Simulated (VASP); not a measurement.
# Sb (Pm-3m) in VASP: a series of runs, part 2 of 2

VASP 6.6.1. Earlier steps stand in the parts before.

**3. Relaxation of cell and atoms, BLYP+D3(BJ)**

This run uses another cell than the first one, of 31.55 Å³/atom.

Contents of INCAR:

```
SYSTEM = Sb
PREC = Accurate
ENCUT = 500
EDIFF = 1E-7
ISMEAR = -1
SIGMA = 0.05
LREAL = .False.
LASPH = .True.
NELM = 120
ALGO = Normal
ISIF = 3
LWAVE = .False.
LCHARG = .False.
GGA = B5
ALDAX = 1.0
AGGAX = 1.0
AGGAC = 1.0
ALDAC = 0.0
IVDW = 12
VDW_S6 = 1.0
VDW_S8 = 2.6996
VDW_A1 = 0.4298
VDW_A2 = 4.2359
IBRION = 2
NSW = 60
EDIFFG = -0.01
GGA_COMPAT = .False.
NELMIN = 4
```

Contents of KPOINTS:

```
Automatic mesh
0
Gamma
  8 8 8
  0 0 0
```

Contents of POSCAR:

```
Sb
1.0
    3.1600000000      0.0000000000      0.0000000000
    0.0000000000      3.1600000000      0.0000000000
    0.0000000000      0.0000000000      3.1600000000
Sb
1
Direct
    0.0000000000      0.0000000000      0.0000000000
```

Potentials or basis: VASP PAW PBE potentials, release 64 (Sb_d_GW).

Run with:

```bash
$ cat potpaw_PBE.64/Sb_d_GW/POTCAR > POTCAR
$ mpirun -np 1 vasp_std > vasp.out
```

OUTCAR:

```text
SYSTEM = Sb
   PREC = Accurate
   ENCUT = 500
   EDIFF = 1E-7
   ISMEAR = -1
   LREAL = .False.
   LASPH = .True.
   NELM = 120
   ISIF = 3
   GGA = B5
   IVDW = 12
   IBRION = 2
   NSW = 60
   EDIFFG = -0.01
   NELMIN = 4
 IVDW          = 12

 ion  position               nearest neighbor table
   1  0.000  0.000  0.000-

  LATTYP: Found a simple cubic cell.
 ALAT       =     3.1600000000

  Lattice vectors:

 A1 = (   3.1600000000,   0.0000000000,   0.0000000000)
 A2 = (   0.0000000000,   3.1600000000,   0.0000000000)
 A3 = (   0.0000000000,   0.0000000000,   3.1600000000)

Analysis of symmetry for initial positions (statically):
=====================================================================
 Subroutine PRICEL returns:
 Original cell was already a primitive cell.

 Routine SETGRP: Setting up the symmetry group for a
 simple cubic supercell.

 Subroutine GETGRP returns: Found 48 space group operations
 (whereof 48 operations were pure point group operations)
 out of a pool of 48 trial point group operations.

The static configuration has the point symmetry O_h .

Analysis of symmetry for dynamics (positions and initial velocities):
=====================================================================
 Subroutine PRICEL returns:
 Original cell was already a primitive cell.

 Routine SETGRP: Setting up the symmetry group for a
 simple cubic supercell.

 Subroutine GETGRP returns: Found 48 space group operations
[... 142 lines left out ...]
 number of electron      14.9999992 magnetization

 Free energy of the ion-electron system (eV)
  ---------------------------------------------------
  ext. energy  EPLUGINS =         0.00000000
  ---------------------------------------------------
  free energy    TOTEN  =        -3.33725939 eV

  energy without entropy =       -3.32996084  energy(sigma->0) =       -3.33361012

 E-fermi :   5.0083     XC(G=0):  -9.0938

 val. band max:        4.9995169272   @ k =   0.3750   0.2500   0.1250
 cond. band min:       5.2161894399   @ k =   0.5000   0.2500   0.0000
 fundamental gap:      0.2166725127
 Fermi energy:         5.0082865805

 k-point     1 :       0.0000    0.0000    0.0000
  band No.  band energies     occupation
      1     -24.0133      2.00000
      2     -24.0133      2.00000
      3     -23.8652      2.00000
      4     -23.8652      2.00000
      5     -23.8652      2.00000
      6      -6.9245      2.00000
      7       8.1128      0.00000
      8       8.1128      0.00000
      9       8.1128      0.00000
     10      12.3020      0.00000
     11      12.3020      0.00000
[... 399 lines left out ...]
--------------------------------------- Ionic step        3  -------------------------------------------

 number of electron      15.0000001 magnetization

 Free energy of the ion-electron system (eV)
  ---------------------------------------------------
  ext. energy  EPLUGINS =         0.00000000
  ---------------------------------------------------
  free energy    TOTEN  =        -3.27870167 eV

  energy without entropy =       -3.27149428  energy(sigma->0) =       -3.27509797

 E-fermi :   5.8324     XC(G=0):  -9.4465

 val. band max:        5.8234147839   @ k =   0.3750   0.2500   0.1250
 cond. band min:       6.0764237998   @ k =   0.3750   0.2500   0.2500
 fundamental gap:      0.2530090159
 Fermi energy:         5.8323749613

 k-point     1 :       0.0000    0.0000    0.0000
  band No.  band energies     occupation
      1     -23.2985      2.00000
      2     -23.2985      2.00000
      3     -23.1031      2.00000
      4     -23.1031      2.00000
      5     -23.1031      2.00000
      6      -6.6790      2.00000
      7       9.1442      0.00000
      8       9.1442      0.00000
      9       9.1442      0.00000
     10      13.2324      0.00000
     11      13.2324      0.00000
[... 354 lines left out ...]
  FREE ENERGIE OF THE ION-ELECTRON SYSTEM (eV)
  ---------------------------------------------------
  free  energy   TOTEN  =        -4.4302955460 eV

  energy  without entropy=       -4.4230881549  energy(sigma->0) =       -4.42669185

 reached required accuracy - stopping structural energy minimisation
```

OSZICAR:

```text
N       E                     dE             d eps       ncg     rms          rms(c)
DAV:   1     0.867821383021E+02    0.86782E+02   -0.53737E+03   835   0.121E+04
DAV:   2     0.447222791896E+01   -0.82310E+02   -0.79823E+02  1264   0.800E+02
DAV:   3    -0.320946074822E+01   -0.76817E+01   -0.76505E+01  1366   0.141E+02
DAV:   4    -0.332739346391E+01   -0.11793E+00   -0.11789E+00  1038   0.141E+01
[... 24 lines left out ...]
DAV:   4    -0.327962492343E+01    0.38318E-02   -0.50466E-03  1191   0.232E+00    0.631E-02
DAV:   5    -0.327871266886E+01    0.91225E-03   -0.58331E-04   969   0.221E+00    0.227E-02
DAV:   6    -0.327870607177E+01    0.65971E-05   -0.95449E-06  1411   0.707E-02    0.112E-02
DAV:   7    -0.327870171776E+01    0.43540E-05   -0.42451E-06   965   0.202E-01    0.138E-03
DAV:   8    -0.327870167042E+01    0.47342E-07   -0.30941E-08   507   0.288E-03
   3 F= -.44302955E+01 E0= -.44266919E+01  d E =-.322694E-01
```

CONTCAR:

```text
Sb
   1.00000000000000
     3.0786921328768231    0.0000000000000000    0.0000000000000000
     0.0000000000000000    3.0786921328768231    0.0000000000000000
    -0.0000000000000000   -0.0000000000000000    3.0786921328768231
  Sb
     1
Direct
     0.0000000000000000    0.0000000000000000    0.0000000000000000

  0.00000000E+00  0.00000000E+00  0.00000000E+00
```

Wall time 39 s (1 thread of AMD EPYC 7R13 (Zen 3), shared host); peak memory 0.14 GiB.

Results:

| Quantity | Value |
| --- | --- |
| Free energy | -4.4303 eV |
| Relaxed volume | 29.18 Å³/atom |
| Relaxed cell | a = 3.079 Å, b = 3.079 Å, c = 3.079 Å, α = 90.00°, β = 90.00°, γ = 90.00° |
| Space group after relaxing (to 0.1 Å) | Pm-3m (No. 221) |
| Energy gained by relaxing | 32.3 meV/atom |
| Ionic steps | 3 |
| Pressure after relaxing | 0.0 GPa |
| Band gap on the k mesh | zero (an odd number of electrons rules out a gap without spin polarisation) |
| Dispersion energy per atom | -1.152 eV |

Step by step:
```tsv
step	energy change (eV)	largest force (eV/Å)	pressure (GPa)	volume (Å³)
1	0.0000	0.0000	-4.04	31.55
2	-0.0233	0.0000	2.67	28.05
3	-0.0323	0.0000	0.03	29.18
```

Final structure:
```
Sb
1.0
     3.07869    0.00000    0.00000
     0.00000    3.07869    0.00000
     0.00000    0.00000    3.07869
Sb
1
Cartesian
  0.0000 0.0000 0.0000
```

Levels at points of the mesh, in eV from the Fermi level:
| k point | band 4 | band 5 | band 6 | band 7 | band 8 | band 9 | band 10 | band 11 |
| --- | --- | --- | --- | --- | --- | --- | --- | --- |
| (0.00, 0.00, 0.00) | -28.94 | -28.94 | -12.51 | 3.31 | 3.31 | 3.31 | 7.40 | 7.40 |
| (0.50, 0.00, 0.00) | -28.96 | -28.93 | -10.06 | -5.56 | 5.32 | 5.32 | 9.73 | 11.01 |
| (0.50, 0.50, 0.00) | -28.98 | -28.86 | -7.45 | -3.55 | -3.55 | 2.54 | 7.38 | 13.46 |
| (0.50, 0.50, 0.50) | -28.86 | -28.86 | -4.54 | -1.64 | -1.64 | -1.64 | 5.19 | 5.19 |

Caveat: the dispersion term is far too large for a dense solid, which distorts pressure and volume; the PAW data sets were made with another functional, which shifts forces and pressure a little; spin-orbit coupling is left out, which moves the levels of the heavy elements.

The gap in the log of VASP goes by the Fermi energy; the results here count the filled bands.